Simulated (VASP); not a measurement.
# BaTe (P6_3/mmc) in VASP: further runs, part 3 of 3

VASP 6.6.1. Earlier steps stand in the parts before.

### Step 6. Single point, PBEsol (volume scaled by 1.040)

Contents of INCAR:

```
SYSTEM = BaTe
  PREC = Accurate
  ENCUT = 520
  EDIFF = 1E-6
  ISMEAR = 0
  SIGMA = 0.05
  LREAL = .FALSE.
  LASPH = .TRUE.
  NELM = 100
  ALGO = Normal
  ISIF = 2
  LWAVE = .FALSE.
  LCHARG = .TRUE.
  GGA = PS
  LELF = .TRUE.
  LVHAR = .TRUE.
  NBANDS = 24
```

Contents of KPOINTS:

```
regular mesh
0
G
  8 8 4
  0 0 0
```

Contents of POSCAR:

```
BaTe
1.0
    4.8781060699      0.0000000000      0.0000000000
   -2.4390530350      4.2245637789      0.0000000000
    0.0000000000      0.0000000000      8.5496935937
Ba Te
2 2
Direct
    0.0000000000      0.0000000000      0.0000000000
    0.0000000000      0.0000000000      0.5000000000
    0.3333333333      0.6666666667      0.2500000000
    0.6666666667      0.3333333333      0.7500000000
```

Potentials or basis: VASP PAW PBE potentials, release 64 (Ba_sv, Te).

Command:

```sh
$ cat potpaw_PBE.64/Ba_sv/POTCAR potpaw_PBE.64/Te/POTCAR > POTCAR
$ mpirun -np 1 vasp_std > vasp.out
```

OUTCAR:

```text
SYSTEM = BaTe
   PREC = Accurate
   ENCUT = 520
   EDIFF = 1E-6
   ISMEAR = 0
   LREAL = .FALSE.
   LASPH = .TRUE.
   NELM = 100
   ISIF = 2
   GGA = PS

 ion  position               nearest neighbor table
   1  0.000  0.000  0.000-   3 3.54   4 3.54   4 3.54   3 3.54   4 3.54   3 3.54   2 4.27   2 4.27

   2  0.000  0.000  0.500-   3 3.54   4 3.54   4 3.54   3 3.54   4 3.54   3 3.54   1 4.27   1 4.27

   3  0.333  0.667  0.250-   1 3.54   2 3.54   1 3.54   2 3.54   1 3.54   2 3.54
   4  0.667  0.333  0.750-   1 3.54   2 3.54   1 3.54   2 3.54   1 3.54   2 3.54

  LATTYP: Found a hexagonal cell.
 ALAT       =     4.8781060699
 C/A-ratio  =     1.7526666028

  Lattice vectors:

 A1 = (   4.8781060699,   0.0000000000,   0.0000000000)
 A2 = (  -2.4390530350,   4.2245637789,   0.0000000000)
 A3 = (   0.0000000000,   0.0000000000,   8.5496935937)

Analysis of symmetry for initial positions (statically):
=====================================================================
 Subroutine PRICEL returns:
 Original cell was already a primitive cell.

 Routine SETGRP: Setting up the symmetry group for a
 hexagonal supercell.

 Subroutine GETGRP returns: Found 24 space group operations
 (whereof 12 operations were pure point group operations)
 out of a pool of 24 trial point group operations.

The static configuration has the point symmetry D_3d.
 The point group associated with its full space group is D_6h.

Analysis of symmetry for dynamics (positions and initial velocities):
=====================================================================
 Subroutine PRICEL returns:
 Original cell was already a primitive cell.

 Routine SETGRP: Setting up the symmetry group for a
 hexagonal supercell.

 Subroutine GETGRP returns: Found 24 space group operations
 (whereof 12 operations were pure point group operations)
 out of a pool of 24 trial point group operations.

The dynamic configuration has the point symmetry D_3d.
 The point group associated with its full space group is D_6h.

 Subroutine INISYM returns: Found 24 space group operations
 (whereof 12 operations are pure point group operations),
 and found     1 'primitive' translations

----------------------------------------------------------------------------------------

                                     Primitive cell

  volume of cell :     176.1910

  direct lattice vectors                    reciprocal lattice vectors
     4.878106070  0.000000000  0.000000000     0.204997592  0.118355415  0.000000000
    -2.439053035  4.224563779  0.000000000     0.000000000  0.236710830  0.000000000
     0.000000000  0.000000000  8.549693594     0.000000000  0.000000000  0.116963256

  length of vectors
     4.878106070  4.878106070  8.549693594     0.236710830  0.236710830  0.116963256

  position of ions in fractional coordinates (direct lattice)
     0.000000000  0.000000000  0.000000000
     0.000000000  0.000000000  0.500000000
     0.333333333  0.666666667  0.250000000
     0.666666667  0.333333333  0.750000000

  ion indices of the primitive-cell ions
   primitive index   ion index
                 1           1
                 2           2
                 3           3
                 4           4

----------------------------------------------------------------------------------------

 KPOINTS: regular mesh

Automatic generation of k-mesh.
 Grid dimensions read from file:
 generate k-points for:    8    8    4

 Generating k-lattice:

  Cartesian coordinates                     Fractional coordinates (reciprocal lattice)
     0.025624699  0.014794427  0.000000000     0.125000000  0.000000000  0.000000000
     0.000000000  0.029588854  0.000000000     0.000000000  0.125000000  0.000000000
     0.000000000  0.000000000  0.029240814     0.000000000  0.000000000  0.250000000

  Length of vectors
     0.029588854  0.029588854  0.029240814

  Shift w.r.t. Gamma in fractional coordinates (k-lattice)
     0.000000000  0.000000000  0.000000000

 Subroutine IBZKPT returns following result:
 ===========================================

 Found     30 irreducible k-points:

 Following reciprocal coordinates:
            Coordinates               Weight
  0.000000  0.000000  0.000000      1.000000
  0.125000  0.000000  0.000000      6.000000
  0.250000  0.000000  0.000000      6.000000
  0.375000  0.000000  0.000000      6.000000
  0.500000  0.000000  0.000000      3.000000
  0.125000  0.125000  0.000000      6.000000
[... 16 lines left out ...]
  0.250000  0.000000  0.500000      6.000000
  0.375000  0.000000  0.500000      6.000000
 [... further k-points ...]
   k-points           NKPTS =     30   k-points in BZ     NKDIM =     30   number of bands    NBANDS=     24
   number of dos      NEDOS =    301   number of ions     NIONS =      4
   total plane-waves  NPLWV =  82944
   dimension x,y,z NGX =    36 NGY =   36 NGZ =   64
   dimension x,y,z NGXF=    72 NGYF=   72 NGZF=  128
   ions per type =               2   2
   NGX,Y,Z   is equivalent  to a cutoff of  12.27, 12.27, 12.44 a.u.
   NGXF,Y,Z  is equivalent  to a cutoff of  24.54, 24.54, 24.89 a.u.
 SYSTEM =  BaTe
   PREC   = accura    normal or accurate (medium, high low for compatibility)
   ISTART =      0    job   : 0-new  1-cont  2-samecut
   ICHARG =      2    charge: 1-file 2-atom 10-const
   ISPIN  =      1    spin polarized calculation?
   LNONCOLLINEAR =      F non collinear calculations
   LSORBIT =      F    spin-orbit coupling
   LASPH  =      T    aspherical Exc in radial PAW
   ENCUT  =  520.0 eV  38.22 Ry    6.18 a.u.   9.07  9.07 15.90*2*pi/ulx,y,z
   NELM   =    100;   NELMIN=  2; NELMDL= -5     # of ELM steps
   EDIFF  = 0.1E-05   stopping-criterion for ELM
   LREAL  =      F    real-space projection
   EDIFFG = 0.1E-04   stopping-criterion for IOM
   NSW    =      0    number of steps for IOM
   IBRION =     -1    ionic relax: 0-MD 1-quasi-New 2-CG
   NFREE  =      0    steps in history (QN), initial steepest desc. (CG)
   ISIF   =      2    stress and relaxation
   ISYM   =      2    0-nonsym 1-usesym 2-fastsym
   POTIM  = 0.5000    time-step for ionic-motion
   TEBEG  =    0.0;   TEEND  =   0.0 temperature during run
   PSTRESS=    0.0 pullay stress
   NELECT =      32.0000    total number of electrons
   NUPDOWN=      -1.0000    fix difference up-down
   EMIN   =  10.00;   EMAX   =-10.00  energy-range for DOS
   EFERMI =   0.00;   METHOD = LEGACY
   ISMEAR =     0;   SIGMA  =   0.05  broadening in eV -4-tet -1-fermi 0-gaus
   EFERMI_NEDOS =   21; number of points for ismear=-14 and -15
   IALGO  =     38    algorithm
   IMIX   =      4    mixing-type and parameters
     AMIX     =   0.40;   BMIX     =  1.00
     AMIX_MAG =   1.60;   BMIX_MAG =  1.00
  volume/ion in A,a.u.               =      44.05       297.25
  Fermi-wavevector in a.u.,A,eV,Ry     =   0.927108  1.751980 11.694602  0.859529
  Thomas-Fermi vector in A             =   2.053142
   LORBIT       =      0    0 simple, 1 ext, 2 COOP (PROOUT), +10 PAW based schemes
   GGA     = PS    functional components
   LHFCALC =     F    Hartree Fock is set to
   AEXX    =    0.0000 exact exchange contribution
   IVDW    =     0    specifies the selected vdW correction
   LEPSILON=     F    determine dielectric tensor
   LRPA    =     F    only Hartree local field effects (RPA)
 non-spin polarized calculation
 Gauss-broadening in eV      SIGMA  =   0.05
  energy-cutoff  :      520.00
  volume of cell :      176.19
 maximum number of plane-waves:      4783
   NGX = 19   NGY = 19   NGZ = 31

 number of electron      32.0000000 magnetization

 Free energy of the ion-electron system (eV)
  ---------------------------------------------------
  ext. energy  EPLUGINS =         0.00000000
  ---------------------------------------------------
  free energy    TOTEN  =       -18.06101237 eV

  energy without entropy =      -18.06101237  energy(sigma->0) =      -18.06101237

 E-fermi :   2.3097     XC(G=0):  -8.2859

 val. band max:        2.0980247957   @ k =   0.0000   0.0000   0.0000
 cond. band min:       3.6636208595   @ k =   0.5000   0.0000   0.0000
 fundamental gap:      1.5655960639
 Fermi energy:         2.3097380147

 k-point     1 :       0.0000    0.0000    0.0000
  band No.  band energies     occupation
      1     -25.1449      2.00000
      2     -25.1185      2.00000
      3     -10.7758      2.00000
      4     -10.2814      2.00000
      5     -10.2814      2.00000
      6     -10.2289      2.00000
[... 637 lines left out ...]
     23       6.9882      0.00000
     24       6.9882      0.00000

 [... further k-points ...]
[... 5 lines left out ...]
  --------------------------------------------------------------------------------------
  -------------------------------------------------------------------------------------
  Total       -0.8651406     -0.8651406     -0.8095699      0.0000000     -0.0000000      0.0000000
  in kB       -7.8670808     -7.8670808     -7.3617532      0.0000000     -0.0000000      0.0000000
  external PRESSURE =      -7.6986382 kB  Pullay stress =       0.0000000 kB

 VOLUME and BASIS-vectors are now :
 -----------------------------------------------------------------------------
  energy-cutoff  :      520.00
  volume of cell :      176.19
      direct lattice vectors                 reciprocal lattice vectors
     4.878106070  0.000000000  0.000000000     0.204997592  0.118355415  0.000000000
    -2.439053035  4.224563779  0.000000000     0.000000000  0.236710830  0.000000000
     0.000000000  0.000000000  8.549693594     0.000000000  0.000000000  0.116963256

 POSITION                                       TOTAL-FORCE (eV/Angst)
 -----------------------------------------------------------------------------------
      0.00000      0.00000      0.00000        -0.000000      0.000000     -0.000000
      0.00000      0.00000      4.27485        -0.000000      0.000000     -0.000000
     -0.00000      2.81638      2.13742        -0.000000      0.000000     -0.000000
      2.43905      1.40819      6.41227         0.000000     -0.000000      0.000000
 -----------------------------------------------------------------------------------
    total drift:                               -0.000000      0.000000     -0.000000

  FREE ENERGIE OF THE ION-ELECTRON SYSTEM (eV)
  ---------------------------------------------------
  free  energy   TOTEN  =       -18.0610123679 eV

  energy  without entropy=      -18.0610123679  energy(sigma->0) =      -18.06101237
```

OSZICAR:

```text
N       E                     dE             d eps       ncg     rms          rms(c)
DAV:   1     0.202652909359E+03    0.20265E+03   -0.12601E+04  1440   0.111E+03
DAV:   2    -0.186146148349E+01   -0.20451E+03   -0.19286E+03  1872   0.193E+02
DAV:   3    -0.177174641523E+02   -0.15856E+02   -0.15739E+02  2016   0.598E+01
DAV:   4    -0.183337659445E+02   -0.61630E+00   -0.61572E+00  2296   0.102E+01
DAV:   5    -0.183398979297E+02   -0.61320E-02   -0.61316E-02  1864   0.117E+00    0.495E+00
DAV:   6    -0.180775464223E+02    0.26235E+00   -0.44435E-01  1928   0.227E+00    0.329E+00
DAV:   7    -0.180581990847E+02    0.19347E-01   -0.34300E-01  1968   0.218E+00    0.905E-01
DAV:   8    -0.180595506774E+02   -0.13516E-02   -0.47611E-02  1792   0.793E-01    0.216E-01
DAV:   9    -0.180606536813E+02   -0.11030E-02   -0.31596E-03  1888   0.259E-01    0.773E-02
DAV:  10    -0.180608274610E+02   -0.17378E-03   -0.20597E-04  2000   0.550E-02    0.406E-02
DAV:  11    -0.180610141306E+02   -0.18667E-03   -0.24017E-04  1760   0.726E-02    0.149E-02
DAV:  12    -0.180610124856E+02    0.16450E-05   -0.66372E-06  1656   0.125E-02    0.858E-03
DAV:  13    -0.180610123679E+02    0.11773E-06   -0.42880E-06  1616   0.755E-03
   1 F= -.18061012E+02 E0= -.18061012E+02  d E =-.360347E-11
```

Run time: 1.8 min. Hardware: 1 thread of AMD EPYC 7R43 (Zen 3), shared host; peak memory 0.3 GiB.

What came out:

```
Free energy            : -18.0610 eV
Pressure               : -0.8 GPa
Band gap on the k mesh : 1.57 eV, indirect (least direct gap 1.62 eV)
```

Caveat: the PAW data sets were made with another functional, which shifts forces and pressure a little; spin-orbit coupling is left out, which moves the levels of the heavy elements. A k mesh can miss the band edges.

### Step 7. The runs side by side

```csv
cell,gap on the mesh (eV),pressure (GPa)
"a = 4.737, b = 4.737, c = 8.371 Å, angles 90.0, 90.0, 120.0°, 4 atoms",1.41,1.9
"a = 4.777, b = 4.777, c = 8.402 Å, angles 90.0, 90.0, 120.0°, 4 atoms",1.45,1.1
"a = 4.809, b = 4.809, c = 8.459 Å, angles 90.0, 90.0, 120.0°, 4 atoms",1.49,0.4
"a = 4.841, b = 4.841, c = 8.515 Å, angles 90.0, 90.0, 120.0°, 4 atoms",1.53,-0.2
"a = 4.878, b = 4.878, c = 8.550 Å, angles 90.0, 90.0, 120.0°, 4 atoms",1.57,-0.8
```

Alike in all rows: task single point; level PBEsol; potentials or basis VASP PAW PBE potentials, release 64 (Ba_sv, Te); no spin polarisation; k mesh 8 × 8 × 4; cutoff (eV) 520; smearing gaussian 0.05 eV.

Caveats: the PAW data sets were made with another functional, which shifts forces and pressure a little; spin-orbit coupling is left out, which moves the levels of the heavy elements.

Absolute energies hang on the potentials; compare differences alone.
